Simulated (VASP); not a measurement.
# PbO2 (P4_2/mnm) in VASP: notebook

Runs on PbO2. Level: r2SCAN. Tasks: single point.

Program: VASP 6.6.1. These are calculated values, not measurements. Logs are shortened: lines on timing, memory, paths and dates and some standing lists are left out, and cuts for length are marked.

**1. The cell of the first run**

It takes space group P4_2/mnm (No. 136, tetragonal). Conventional cell: a = 4.984 Å, b = 4.984 Å, c = 3.408 Å, α = 90.00°, β = 90.00°, γ = 90.00°. Within 2.9 Å of Pb (site symmetry mmm) lie 6 O at 2.17 to 2.18 Å. O (site symmetry m2m) has 3 Pb at 2.17 to 2.18 Å and 1 O at 2.72 Å within 2.9 Å.

**2. Single point, r2SCAN**

Input file POSCAR:

```
PbO2
1.0
    4.9838460757      0.0000000000      0.0000000000
    0.0000000000      4.9838460757      0.0000000000
    0.0000000000      0.0000000000      3.4076222986
Pb O
2 4
Direct
    0.0000000000      0.0000000000      0.0000000000
    0.5000000000      0.5000000000      0.5000000000
    0.3072128140      0.3072128140      0.0000000000
    0.1927871860      0.8072128140      0.5000000000
    0.8072128140      0.1927871860      0.5000000000
    0.6927871860      0.6927871860      0.0000000000
```

Input file INCAR.step1:

```
PREC     = Accurate       # precision mode
ENCUT    = 520            # plane-wave cutoff, eV
ISMEAR   = -1             # smearing method
SIGMA    = 0.02           # smearing width, eV
LREAL    = F              # projectors in reciprocal space
LASPH    = T              # aspherical terms in the spheres
NELM     = 60             # most SCF steps
NBANDS   = 35             # bands
GGA      = PE             # functional
ALGO     = Normal         # electronic algorithm
EDIFF    = 1E-4           # SCF threshold, eV
LWAVE    = T              # write WAVECAR
LCHARG   = F              # write CHGCAR
```

Input file INCAR.step2:

```
PREC     = Accurate       # precision mode
ENCUT    = 520            # plane-wave cutoff, eV
EDIFF    = 1E-6           # SCF threshold, eV
ISMEAR   = -1             # smearing method
SIGMA    = 0.02           # smearing width, eV
LREAL    = F              # projectors in reciprocal space
LASPH    = T              # aspherical terms in the spheres
NELM     = 60             # most SCF steps
ALGO     = Normal         # electronic algorithm
ISIF     = 2              # what is computed and relaxed
LWAVE    = F              # write WAVECAR
LCHARG   = T              # write CHGCAR
METAGGA  = R2SCAN         # meta-GGA
LMIXTAU  = T            
LELF     = T              # ELF
LVHAR    = T            
NBANDS   = 35             # bands
ISTART   = 1
```

Input file KPOINTS:

```
regular mesh
0
Gamma
  4 4 6
```

Potentials or basis: VASP PAW PBE potentials, release 64 (Pb_d, O).

Command:

```bash
$ cat potpaw_PBE.64/Pb_d/POTCAR potpaw_PBE.64/O/POTCAR > POTCAR
$ cp INCAR.step1 INCAR
$ mpirun -np 1 vasp_std > vasp.out
$ cp INCAR.step2 INCAR
$ mpirun -np 1 vasp_std > vasp.out
```

OUTCAR:

```text
PREC = Accurate
   ENCUT = 520
   EDIFF = 1E-6
   ISMEAR = -1
   LREAL = F
   LASPH = T
   NELM = 60
   ISIF = 2
   METAGGA = R2SCAN
   ISTART = 1

 ion  position               nearest neighbor table
   1  0.000  0.000  0.000-   3 2.17   6 2.17   5 2.18   4 2.18   4 2.18   5 2.18   2 3.91   2 3.91
                             2 3.91   2 3.91   2 3.91   2 3.91   2 3.91   2 3.91
   2  0.500  0.500  0.500-   4 2.17   5 2.17   3 2.18   6 2.18   3 2.18   6 2.18   1 3.91   1 3.91
                             1 3.91   1 3.91   1 3.91   1 3.91   1 3.91   1 3.91
   3  0.307  0.307  0.000-   1 2.17   2 2.18   2 2.18
   4  0.193  0.807  0.500-   2 2.17   1 2.18   1 2.18
   5  0.807  0.193  0.500-   2 2.17   1 2.18   1 2.18
   6  0.693  0.693  0.000-   1 2.17   2 2.18   2 2.18

  LATTYP: Found a simple tetragonal cell.
 ALAT       =     4.9838460757
 C/A-ratio  =     0.6837334554

  Lattice vectors:

 A1 = (   4.9838460757,   0.0000000000,   0.0000000000)
 A2 = (   0.0000000000,   4.9838460757,   0.0000000000)
 A3 = (   0.0000000000,   0.0000000000,   3.4076222986)

Analysis of symmetry for initial positions (statically):
=====================================================================
 Subroutine PRICEL returns:
 Original cell was already a primitive cell.

 Routine SETGRP: Setting up the symmetry group for a
 simple tetragonal supercell.

 Subroutine GETGRP returns: Found 16 space group operations
 (whereof  8 operations were pure point group operations)
 out of a pool of 16 trial point group operations.

The static configuration has the point symmetry D_2h.
 The point group associated with its full space group is D_4h.

Analysis of symmetry for dynamics (positions and initial velocities):
=====================================================================
 Subroutine PRICEL returns:
 Original cell was already a primitive cell.

 Routine SETGRP: Setting up the symmetry group for a
 simple tetragonal supercell.

 Subroutine GETGRP returns: Found 16 space group operations
 (whereof  8 operations were pure point group operations)
 out of a pool of 16 trial point group operations.

The dynamic configuration has the point symmetry D_2h.
 The point group associated with its full space group is D_4h.

 Subroutine INISYM returns: Found 16 space group operations
 (whereof  8 operations are pure point group operations),
 and found     1 'primitive' translations

----------------------------------------------------------------------------------------

                                     Primitive cell

  volume of cell :      84.6410

  direct lattice vectors                    reciprocal lattice vectors
     4.983846076  0.000000000  0.000000000     0.200648251  0.000000000  0.000000000
     0.000000000  4.983846076  0.000000000     0.000000000  0.200648251  0.000000000
     0.000000000  0.000000000  3.407622299     0.000000000  0.000000000  0.293459754

  length of vectors
     4.983846076  4.983846076  3.407622299     0.200648251  0.200648251  0.293459754

  position of ions in fractional coordinates (direct lattice)
     0.000000000  0.000000000  0.000000000
     0.500000000  0.500000000  0.500000000
     0.307212814  0.307212814  0.000000000
     0.192787186  0.807212814  0.500000000
     0.807212814  0.192787186  0.500000000
     0.692787186  0.692787186  0.000000000

  ion indices of the primitive-cell ions
   primitive index   ion index
                 1           1
                 2           2
                 3           3
                 4           4
                 5           5
                 6           6

----------------------------------------------------------------------------------------

 KPOINTS: regular mesh

Automatic generation of k-mesh.
 Grid dimensions read from file:
 generate k-points for:    4    4    6

 Generating k-lattice:

  Cartesian coordinates                     Fractional coordinates (reciprocal lattice)
     0.050162063  0.000000000  0.000000000     0.250000000  0.000000000  0.000000000
     0.000000000  0.050162063  0.000000000     0.000000000  0.250000000  0.000000000
     0.000000000  0.000000000  0.048909959     0.000000000  0.000000000  0.166666667

  Length of vectors
     0.050162063  0.050162063  0.048909959

  Shift w.r.t. Gamma in fractional coordinates (k-lattice)
     0.000000000  0.000000000  0.000000000

 Subroutine IBZKPT returns following result:
 ===========================================

 Found     24 irreducible k-points:

 Following reciprocal coordinates:
            Coordinates               Weight
  0.000000  0.000000  0.000000      1.000000
  0.250000  0.000000  0.000000      4.000000
  0.500000  0.000000  0.000000      2.000000
  0.250000  0.250000  0.000000      4.000000
  0.500000  0.250000  0.000000      4.000000
  0.500000  0.500000  0.000000      1.000000
[... 16 lines left out ...]
  0.500000  0.250000  0.500000      4.000000
  0.500000  0.500000  0.500000      1.000000
   k-points           NKPTS =     24   k-points in BZ     NKDIM =     24   number of bands    NBANDS=     35
   number of dos      NEDOS =    301   number of ions     NIONS =      6
   total plane-waves  NPLWV =  44800
   dimension x,y,z NGX =    40 NGY =   40 NGZ =   28
   dimension x,y,z NGXF=    80 NGYF=   80 NGZF=   56
   ions per type =               2   4
   NGX,Y,Z   is equivalent  to a cutoff of  13.34, 13.34, 13.66 a.u.
   NGXF,Y,Z  is equivalent  to a cutoff of  26.69, 26.69, 27.32 a.u.
 SYSTEM =  unknown system
   PREC   = accura    normal or accurate (medium, high low for compatibility)
   ISTART =      1    job   : 0-new  1-cont  2-samecut
   ICHARG =      0    charge: 1-file 2-atom 10-const
   ISPIN  =      1    spin polarized calculation?
   LNONCOLLINEAR =      F non collinear calculations
   LSORBIT =      F    spin-orbit coupling
   LASPH  =      T    aspherical Exc in radial PAW
   ENCUT  =  520.0 eV  38.22 Ry    6.18 a.u.   9.27  9.27  6.34*2*pi/ulx,y,z
   NELM   =     60;   NELMIN=  2; NELMDL=  0     # of ELM steps
   EDIFF  = 0.1E-05   stopping-criterion for ELM
   LREAL  =      F    real-space projection
   EDIFFG = 0.1E-04   stopping-criterion for IOM
   NSW    =      0    number of steps for IOM
   IBRION =     -1    ionic relax: 0-MD 1-quasi-New 2-CG
   NFREE  =      0    steps in history (QN), initial steepest desc. (CG)
   ISIF   =      2    stress and relaxation
   ISYM   =      2    0-nonsym 1-usesym 2-fastsym
   POTIM  = 0.5000    time-step for ionic-motion
   TEBEG  =    0.0;   TEEND  =   0.0 temperature during run
   PSTRESS=    0.0 pullay stress
   NELECT =      52.0000    total number of electrons
   NUPDOWN=      -1.0000    fix difference up-down
   EMIN   =  10.00;   EMAX   =-10.00  energy-range for DOS
   EFERMI =   0.00;   METHOD = LEGACY
   ISMEAR =    -1;   SIGMA  =   0.02  broadening in eV -4-tet -1-fermi 0-gaus
   EFERMI_NEDOS =   21; number of points for ismear=-14 and -15
   IALGO  =     38    algorithm
   IMIX   =      4    mixing-type and parameters
     AMIX     =   0.40;   BMIX     =  1.00
     AMIX_MAG =   1.60;   BMIX_MAG =  1.00
  volume/ion in A,a.u.               =      14.11        95.20
  Fermi-wavevector in a.u.,A,eV,Ry     =   1.391711  2.629952 26.352572  1.936859
  Thomas-Fermi vector in A             =   2.515524
   LORBIT       =      0    0 simple, 1 ext, 2 COOP (PROOUT), +10 PAW based schemes
   METAGGA = R2SCAN    functional components
   LHFCALC =     F    Hartree Fock is set to
   AEXX    =    0.0000 exact exchange contribution
   IVDW    =     0    specifies the selected vdW correction
   LEPSILON=     F    determine dielectric tensor
   LRPA    =     F    only Hartree local field effects (RPA)
 non-spin polarized calculation
  energy-cutoff  :      520.00
  volume of cell :       84.64
 maximum number of plane-waves:      2304
 NGX is ok and might be reduce to    40
   NGX = 19   NGY = 19   NGZ = 13

 number of electron      52.0000010 magnetization

 Free energy of the ion-electron system (eV)
  ---------------------------------------------------
  ext. energy  EPLUGINS =         0.00000000
  ---------------------------------------------------
  free energy    TOTEN  =      -142.26696707 eV

  energy without entropy =     -142.26682759  energy(sigma->0) =     -142.26689733

 E-fermi :   3.7950     XC(G=0): -11.3590

 val. band max:        3.6861021897   @ k =   0.5000   0.0000   0.5000
 cond. band min:       3.8647060397   @ k =   0.0000   0.0000   0.0000
 fundamental gap:      0.1786038500
 Fermi energy:         3.7950095085

 k-point     1 :       0.0000    0.0000    0.0000
  band No.  band energies     occupation
      1     -15.3482      2.00000
      2     -15.1919      2.00000
      3     -13.6680      2.00000
      4     -13.6680      2.00000
      5     -12.1264      2.00000
      6     -11.8862      2.00000
[... 27 lines left out ...]
     34      15.8350      0.00000
     35      16.4135      0.00000

 k-point     2 :       0.2500    0.0000    0.0000
  band No.  band energies     occupation
      1     -15.1921      2.00000
      2     -15.0914      2.00000
      3     -14.0210      2.00000
      4     -13.9452      2.00000
      5     -11.8775      2.00000
      6     -11.8771      2.00000
[... 27 lines left out ...]
     34      16.3955      0.00000
     35      16.4358      0.00000

 k-point     3 :       0.5000    0.0000    0.0000
  band No.  band energies     occupation
      1     -14.9341      2.00000
      2     -14.9341      2.00000
      3     -14.3331      2.00000
      4     -14.3331      2.00000
      5     -11.8694      2.00000
      6     -11.8694      2.00000
[... 27 lines left out ...]
     34      16.4852      0.00000
     35      16.7117      0.00000
[... 723 lines left out ...]
 k-point    23 :       0.5000    0.2500    0.5000
  band No.  band energies     occupation
      1     -14.9835      2.00000
      2     -14.9835      2.00000
      3     -14.2120      2.00000
      4     -14.2120      2.00000
      5     -11.7009      2.00000
      6     -11.7009      2.00000
[... 27 lines left out ...]
     34      15.2217      0.00000
     35      17.2598      0.00000

 k-point    24 :       0.5000    0.5000    0.5000
  band No.  band energies     occupation
      1     -14.7991      2.00000
      2     -14.7991      2.00000
      3     -14.5027      2.00000
      4     -14.5027      2.00000
      5     -11.6623      2.00000
      6     -11.6623      2.00000
[... 27 lines left out ...]
     34      14.5229      0.00000
     35      17.9117      0.00000

------------------------ aborting loop because EDIFF is reached ----------------------------------------

  FORCE on cell =-STRESS in cart. coord.  units (eV):
  Direction    XX          YY          ZZ          XY          YZ          ZX
  --------------------------------------------------------------------------------------
  -------------------------------------------------------------------------------------
  Total        0.3995544      0.3995544      0.6119517     -0.0000000      0.0000000      0.0000000
  in kB        7.5632047      7.5632047     11.5836929     -0.0000000      0.0000000      0.0000000
  external PRESSURE =       8.9033674 kB  Pullay stress =       0.0000000 kB

 VOLUME and BASIS-vectors are now :
 -----------------------------------------------------------------------------
  energy-cutoff  :      520.00
  volume of cell :       84.64
      direct lattice vectors                 reciprocal lattice vectors
     4.983846076  0.000000000  0.000000000     0.200648251  0.000000000  0.000000000
     0.000000000  4.983846076  0.000000000     0.000000000  0.200648251  0.000000000
     0.000000000  0.000000000  3.407622299     0.000000000  0.000000000  0.293459754

 POSITION                                       TOTAL-FORCE (eV/Angst)
 -----------------------------------------------------------------------------------
      0.00000      0.00000      0.00000        -0.000000      0.000000     -0.000000
      2.49192      2.49192      1.70381        -0.000000      0.000000     -0.000000
      1.53110      1.53110      0.00000        -0.011543     -0.011543      0.000000
      0.96082      4.02302      1.70381         0.011543     -0.011543     -0.000000
      4.02302      0.96082      1.70381        -0.011543      0.011543     -0.000000
      3.45274      3.45274      0.00000         0.011543      0.011543     -0.000000
 -----------------------------------------------------------------------------------
    total drift:                                0.000000      0.000000     -0.000000

  FREE ENERGIE OF THE ION-ELECTRON SYSTEM (eV)
  ---------------------------------------------------
  free  energy   TOTEN  =      -142.2669670735 eV

  energy  without entropy=     -142.2668275908  energy(sigma->0) =     -142.26689733
```

It took 1.8 min on 1 thread of Intel Xeon 6975P-C (Granite Rapids), shared host; peak memory 0.24 GiB.

Results:

```
Free energy            : -142.2670 eV
Pressure               : 0.9 GPa
Largest force          : 0.016 eV/Å
Band gap on the k mesh : 0.18 eV (least direct gap 0.54 eV)
```

Forces on the atoms (eV/Å):
```
Pb   0.000  0.000  0.000
Pb   0.000  0.000  0.000
O   -0.012 -0.012  0.000
O    0.012 -0.012  0.000
O   -0.012  0.012  0.000
O    0.012  0.012  0.000
```

Caveat: the structure was generated, so it needn't be the stable form of PbO2; the PAW data sets were made with another functional, which shifts forces and pressure a little; spin-orbit coupling is left out, which moves the levels of the heavy elements. A k mesh can miss the band edges.

[end of part 1 of 2]
